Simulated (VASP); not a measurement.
# Ti (P6_3/mmc) in VASP: settings compared

The runs below take Ti through vibrations by perturbation theory, elastic constants, with PBE, r2SCAN+D3(BJ), PBEsol.

Everything below comes from runs of VASP 6.6.1. Logs are shortened: lines on timing, memory, paths and dates and some standing lists are left out, and cuts for length are marked.

**1. The cell of the first run**

The structure is hexagonal, space group P6_3/mmc (No. 194). The conventional cell has a = 2.950 Å, b = 2.950 Å, c = 4.680 Å, α = 90.00°, β = 90.00°, γ = 120.00°. Ti (site symmetry -6m2) has 12 Ti at 2.89 to 2.95 Å within 3.8 Å.

**2. Vibrations by perturbation theory, PBE**

Contents of INCAR:

```
SYSTEM = Ti
ALGO     = Normal         ! electronic algorithm
EDIFF    = 1E-8           ! SCF threshold, eV
ENCUT    = 500            ! plane-wave cutoff, eV
GGA      = PE             ! functional
GGA_COMPAT= .FALSE.      
IBRION   = 8              ! ionic algorithm
ISIF     = 2              ! what is computed and relaxed
ISMEAR   = -1             ! smearing method
LASPH    = .TRUE.         ! aspherical terms in the spheres
LCHARG   = .FALSE.        ! write CHGCAR
LREAL    = .FALSE.        ! projectors in reciprocal space
LWAVE    = .FALSE.        ! write WAVECAR
NELM     = 120            ! most SCF steps
NSW      = 1              ! ionic steps
PREC     = Accurate       ! precision mode
SIGMA    = 0.05           ! smearing width, eV
```

Contents of KPOINTS:

```
k-points
0
G
  7 7 5
  0 0 0
```

Contents of POSCAR:

```
Ti
1.0
    2.9500000000      0.0000000000      0.0000000000
   -1.4750000000      2.5547749412      0.0000000000
    0.0000000000      0.0000000000      4.6800000000
Ti
2
Direct
    0.6666666667      0.3333333333      0.7500000000
    0.3333333333      0.6666666667      0.2500000000
```

Potentials or basis: VASP PAW PBE potentials, release 64 (Ti_sv).

Started as:

```console
$ cat potpaw_PBE.64/Ti_sv/POTCAR > POTCAR
$ mpirun -np 1 vasp_std > vasp.out
```

OUTCAR:

```text
SYSTEM = Ti
   EDIFF = 1E-8
   ENCUT = 500
   GGA = PE
   IBRION = 8
   ISIF = 2
   ISMEAR = -1
   LASPH = .TRUE.
   LREAL = .FALSE.
   NELM = 120
   NSW = 1
   PREC = Accurate

 ion  position               nearest neighbor table
   1  0.667  0.333  0.750-   2 2.89   2 2.89   2 2.89   2 2.89   2 2.89   2 2.89
   2  0.333  0.667  0.250-   1 2.89   1 2.89   1 2.89   1 2.89   1 2.89   1 2.89

  LATTYP: Found a hexagonal cell.
 ALAT       =     2.9500000000
 C/A-ratio  =     1.5864406780

  Lattice vectors:

 A1 = (   2.9500000000,   0.0000000000,   0.0000000000)
 A2 = (  -1.4750000000,   2.5547749412,   0.0000000000)
 A3 = (   0.0000000000,   0.0000000000,   4.6800000000)

Analysis of symmetry for initial positions (statically):
=====================================================================
 Subroutine PRICEL returns:
 Original cell was already a primitive cell.

 Routine SETGRP: Setting up the symmetry group for a
 hexagonal supercell.

 Subroutine GETGRP returns: Found 24 space group operations
 (whereof 12 operations were pure point group operations)
 out of a pool of 24 trial point group operations.

The static configuration has the point symmetry D_3d.
 The point group associated with its full space group is D_6h.

Analysis of symmetry for dynamics (positions and initial velocities):
=====================================================================
 Subroutine PRICEL returns:
 Original cell was already a primitive cell.

 Routine SETGRP: Setting up the symmetry group for a
 hexagonal supercell.

 Subroutine GETGRP returns: Found 24 space group operations
 (whereof 12 operations were pure point group operations)
 out of a pool of 24 trial point group operations.

The dynamic configuration has the point symmetry D_3d.
 The point group associated with its full space group is D_6h.

 Subroutine INISYM returns: Found 24 space group operations
 (whereof 12 operations are pure point group operations),
[... 624 lines left out ...]
    -1.475000000  2.554774941  0.000000000     0.000000000  0.391423911  0.000000000
     0.000000000  0.000000000  4.680000000     0.000000000  0.000000000  0.213675214

 POSITION                                       TOTAL-FORCE (eV/Angst)
 -----------------------------------------------------------------------------------
      1.47500      0.85159      3.51000         0.000000      0.000000      0.000000
     -0.00000      1.70318      1.17000        -0.000000     -0.000000      0.000000
 -----------------------------------------------------------------------------------
    total drift:                               -0.000000      0.000000     -0.000000

  FREE ENERGIE OF THE ION-ELECTRON SYSTEM (eV)
  ---------------------------------------------------
  free  energy   TOTEN  =       -15.6723449236 eV

  energy  without entropy=      -15.6504184051  energy(sigma->0) =      -15.66138166

[... ionic steps 2 to 3 ...]

--------------------------------------- Ionic step        4  -------------------------------------------

------------------------ aborting loop because EDIFF is reached ----------------------------------------

[... ionic steps 5 to 5 ...]

--------------------------------------- Ionic step        6  -------------------------------------------

 Free energy of the ion-electron system (eV)
  ---------------------------------------------------
  ---------------------------------------------------
  free energy    TOTEN  =        -0.66469602 eV

  energy without entropy =       -0.66469602

------------------------ aborting loop because EDIFF is reached ----------------------------------------

 INTERNAL STRAIN TENSOR  FOR ION    1  DIRECTION 3   (eV/Angst):
 -----------------------------------------------------------------------------
     0.00996  0.00000  0.00000
     0.00000  0.00996 -0.00000
     0.00000 -0.00000 -0.02466

 INTERNAL STRAIN TENSOR FOR ION    2 for displacements in x,y,z  (eV/Angst):
          X           Y           Z          XY          YZ          ZX
  --------------------------------------------------------------------------------
  x     0.00000     0.00000     0.00000    -2.43009     0.00000     0.00000
  y    -2.43009     2.43009     0.00000     0.00000     0.00000     0.00000
  z    -0.00000     0.00000     0.00000     0.00000     0.00000     0.00000

 SECOND DERIVATIVES (NOT SYMMETRIZED)
 ------------------------------------
               1X          1Y          1Z          2X          2Y          2Z
  1X    -1.538955    0.000000    0.000000    1.538955   -0.000000    0.000000
  1Y    -0.000000   -1.538955    0.000000    0.000000    1.538955    0.000000
  1Z     0.000000   -0.000000   -2.001466   -0.000000    0.000000    2.001466
  2X     1.538955   -0.000000    0.000000   -1.538955    0.000000    0.000000
  2Y     0.000000    1.538955    0.000000   -0.000000   -1.538955    0.000000
  2Z    -0.000000    0.000000    2.001466    0.000000   -0.000000   -2.001466

 Eigenvectors and eigenvalues of the dynamical matrix
 ----------------------------------------------------

   1 f  =    4.520253 THz    28.401589 2PiTHz  150.779418 cm-1    18.694257 meV
             X         Y         Z           dx          dy          dz
      1.475000  0.851592  3.510000     0.000000    0.000000   -0.707107
     -0.000000  1.703183  1.170000    -0.000000   -0.000000    0.707107
[... 11 lines left out ...]
   4 f  =    0.000000 THz     0.000000 2PiTHz    0.000000 cm-1     0.000000 meV
             X         Y         Z           dx          dy          dz
      1.475000  0.851592  3.510000    -0.041236   -0.116373   -0.696245
     -0.000000  1.703183  1.170000    -0.041236   -0.116373   -0.696245

   5 f/i=    0.000000 THz     0.000000 2PiTHz    0.000002 cm-1     0.000000 meV
             X         Y         Z           dx          dy          dz
      1.475000  0.851592  3.510000    -0.565939   -0.411402    0.102281
     -0.000000  1.703183  1.170000    -0.565939   -0.411402    0.102281

   6 f/i=    0.000000 THz     0.000001 2PiTHz    0.000003 cm-1     0.000000 meV
             X         Y         Z           dx          dy          dz
      1.475000  0.851592  3.510000     0.421915   -0.563211    0.069149
     -0.000000  1.703183  1.170000     0.421915   -0.563211    0.069149

--------------------------------------------------------------------------------------------------------

 ELASTIC MODULI CONTR FROM IONIC RELAXATION (kBar)
 Direction    XX          YY          ZZ          XY          YZ          ZX
 --------------------------------------------------------------------------------
 XX        -174.3051    174.3051      0.0000      0.0000     -0.0000      0.0000
 YY         174.3051   -174.3051     -0.0000     -0.0000      0.0000      0.0000
 ZZ           0.0000     -0.0000     -0.0000     -0.0000      0.0000      0.0000
 XY           0.0000     -0.0000     -0.0000   -174.3051     -0.0000      0.0000
 YZ          -0.0000      0.0000      0.0000     -0.0000     -0.0000      0.0000
 ZX           0.0000      0.0000      0.0000      0.0000      0.0000      0.0000
 --------------------------------------------------------------------------------
```

It took 4.4 min on 1 thread of Intel Xeon 8259CL, shared host; peak memory 0.19 GiB.

Results:

```yaml
Highest_phonon_frequency_at_Γ: 151 cm⁻¹
```

Phonon frequencies in cm⁻¹ (negative: imaginary):
```tsv
q point	frequencies
(0.000, 0.000, 0.000)	0 0 0 132 132 151
```

Caveat: the cell stands under pressure or tension, which shifts response properties.

**3. Elastic constants, r2SCAN+D3(BJ)**

Contents of INCAR:

```
SYSTEM = Ti
ALGO     = Normal         ! electronic algorithm
EDIFF    = 1E-8           ! SCF threshold, eV
ENCUT    = 550            ! plane-wave cutoff, eV
GGA_COMPAT= .FALSE.      
IBRION   = 6              ! ionic algorithm
ISIF     = 3              ! what is computed and relaxed
ISMEAR   = 1              ! smearing method
IVDW     = 12             ! dispersion correction
LASPH    = .TRUE.         ! aspherical terms in the spheres
LCHARG   = .FALSE.        ! write CHGCAR
LMIXTAU  = .TRUE.       
LREAL    = .FALSE.        ! projectors in reciprocal space
LWAVE    = .FALSE.        ! write WAVECAR
METAGGA  = R2SCAN         ! meta-GGA
NELM     = 120            ! most SCF steps
NFREE    = 2            
NSW      = 1              ! ionic steps
POTIM    = 0.015          ! step
PREC     = Accurate       ! precision mode
SIGMA    = 0.05           ! smearing width, eV
VDW_A1   = 0.49484001   
VDW_A2   = 5.73083694   
VDW_S6   = 1.0          
VDW_S8   = 0.78981345
```

Contents of KPOINTS:

```
k-points
0
G
  9 9 5
  0 0 0
```

POSCAR is that of step 2.

Potentials or basis: VASP PAW PBE potentials, release 64 (Ti_sv).

Started as:

```console
$ cat potpaw_PBE.64/Ti_sv/POTCAR > POTCAR
$ mpirun -np 1 vasp_std > vasp.out
```

Wall time 38 min (1 thread of AMD EPYC 9R45 (Zen 5), shared host); peak memory 0.25 GiB.

The run converged. Its results:

| Item | Value |
| --- | --- |
| Voigt bulk modulus | 112 GPa |
| Highest phonon frequency at Γ | 154 cm⁻¹ |
| Dispersion energy per atom | -0.280 eV |

Phonon frequencies in cm⁻¹ (negative: imaginary):
```tsv
q point	frequencies
(0.000, 0.000, 0.000)	0 0 0 139 139 154
```

Elastic tensor in Voigt notation (GPa, in the Cartesian axes of the cell as first typed):
```
161  85  85   0   0   0
 85 161  85   0   0   0
 85  85 175   0   0   0
  0   0   0  61   0   0
  0   0   0   0  61   0
  0   0   0   0   0  38
```

Clamped-ion elastic tensor (GPa):
```
188  58  85   0   0   0
 58 188  85   0   0   0
 85  85 175   0   0   0
  0   0   0  61   0   0
  0   0   0   0  61   0
  0   0   0   0   0  65
```

Caveat: the cell is under stress, which shifts elastic constants; the PAW data sets were made with another functional, which shifts forces and pressure a little.

(Continued in part 2 of 2.)
